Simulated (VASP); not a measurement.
Write the native input for VASP 6.6.1 that does the following.

```
Task                   : single point
Functional             : r2SCAN
Potentials or basis    : VASP PAW PBE potentials, release 64 (Nb_sv)
Cutoff                 : 520 eV
k mesh                 : 19 × 19 × 19
Occupations            : fermi-dirac, width 0.1 eV
Spin                   : no spin polarisation
Dipole correction      : no
Further INCAR settings : ALGO = Normal; EDIFF = 1e-07; NBANDS = 12
```

Crystal: Nb.

```
CELL_PARAMETERS angstrom
2.70947 0.00000 0.00000
0.00000 2.70947 0.00000
0.00000 0.00000 2.70947
ATOMIC_POSITIONS crystal
Nb 0.00000 0.00000 0.00000
```

The input as run:

POSCAR

```
Nb
1.0
    2.7094730060      0.0000000000      0.0000000000
    0.0000000000      2.7094730060      0.0000000000
    0.0000000000      0.0000000000      2.7094730060
Nb
1
Direct
    0.0000000000      0.0000000000      0.0000000000
```

INCAR.step1

```
PREC     = Accurate       # precision mode
ENCUT    = 520            # plane-wave cutoff, eV
ISMEAR   = -1             # smearing method
SIGMA    = 0.1            # smearing width, eV
LREAL    = False          # projectors in reciprocal space
LASPH    = True           # aspherical terms in the spheres
NELM     = 80             # most SCF steps
NBANDS   = 12             # bands
GGA      = PE             # functional
ALGO     = Normal         # electronic algorithm
EDIFF    = 1E-4           # SCF threshold, eV
LWAVE    = True           # write WAVECAR
LCHARG   = False          # write CHGCAR
```

INCAR.step2

```
PREC     = Accurate       # precision mode
ENCUT    = 520            # plane-wave cutoff, eV
EDIFF    = 1E-7           # SCF threshold, eV
ISMEAR   = -1             # smearing method
SIGMA    = 0.1            # smearing width, eV
LREAL    = False          # projectors in reciprocal space
LASPH    = True           # aspherical terms in the spheres
NELM     = 80             # most SCF steps
ALGO     = Normal         # electronic algorithm
ISIF     = 2              # what is computed and relaxed
LWAVE    = False          # write WAVECAR
LCHARG   = True           # write CHGCAR
METAGGA  = R2SCAN         # meta-GGA
LMIXTAU  = True         
LELF     = True           # ELF
LVHAR    = True         
NBANDS   = 12             # bands
ISTART   = 1
```

KPOINTS

```
Automatic mesh
0
Gamma
  19 19 19
```

Potentials or basis: VASP PAW PBE potentials, release 64 (Nb_sv).

Run with:

```bash
$ cat potpaw_PBE.64/Nb_sv/POTCAR > POTCAR
$ cp INCAR.step1 INCAR
$ mpirun -np 1 vasp_std > vasp.out
$ cp INCAR.step2 INCAR
$ mpirun -np 1 vasp_std > vasp.out
```

Results of the run:

The pressure is -0.1 GPa.

Caveat: the PAW data sets were made with another functional, which shifts forces and pressure a little.

Run time: 95 s on 1 thread of Intel Xeon 6975P-C, on a shared host, peak memory 0.17 GiB.
